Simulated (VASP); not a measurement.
Input of a VASP 6.6.1 run:

File INCAR:

```
ALGO = Normal
EDIFF = 1E-6
ENCUT = 520
GGA = PS
ISIF = 2
ISMEAR = 0
LASPH = T
LCHARG = F
LREAL = F
LWAVE = F
NBANDS = 35
NELM = 100
PREC = Accurate
SIGMA = 0.05
```

KPOINTS

```
k-points
0
Gamma
  12 12 2
```

POSCAR

```
MoS2
1.0
    3.1414322073      0.0000000000      0.0000000000
   -1.5707161036      2.7205600958      0.0000000000
    0.0000000000      0.0000000000     12.5788196111
Mo S
2 4
Direct
    0.3206002876      0.6539336209      0.2500000000
    0.6666666667      0.3333333333      0.7500000000
    0.3333333333      0.6666666667      0.6260538431
    0.6666666667      0.3333333333      0.1260538431
    0.3333333333      0.6666666667      0.8739461569
    0.6666666667      0.3333333333      0.3739461569
```

Potentials or basis: VASP PAW PBE potentials, release 64 (Mo_sv, S).

Launch:

```console
$ cat potpaw_PBE.64/Mo_sv/POTCAR potpaw_PBE.64/S/POTCAR > POTCAR
$ mpirun -np 1 vasp_std > vasp.out
```

Question: Predict the band gap on the k mesh.

Answer: 0.98 eV (least direct gap 1.74 eV).

Question: Estimate the largest force.

Answer: 0.836 eV/Å.

Question: Estimate the pressure.

Answer: 0.0 GPa.

Forces in eV/Å, atoms in the order of the input:
```
Mo   0.424  0.720  0.000
Mo  -0.001 -0.001  0.000
S   -0.001 -0.001 -0.001
S   -0.211 -0.359 -0.020
S   -0.001 -0.001  0.001
S   -0.211 -0.359  0.020
```

Caveat: the cell differs from its parent crystal (atom 1 (Mo) moved +0.040 Å towards its neighbour atom 1 (Mo) at 3.141 Å); the PAW data sets were made with another functional, which shifts forces and pressure a little; this functional lacks dispersion, which binds the layers, so the pressure and a relaxed spacing across them are unreliable. A k mesh can miss the band edges.
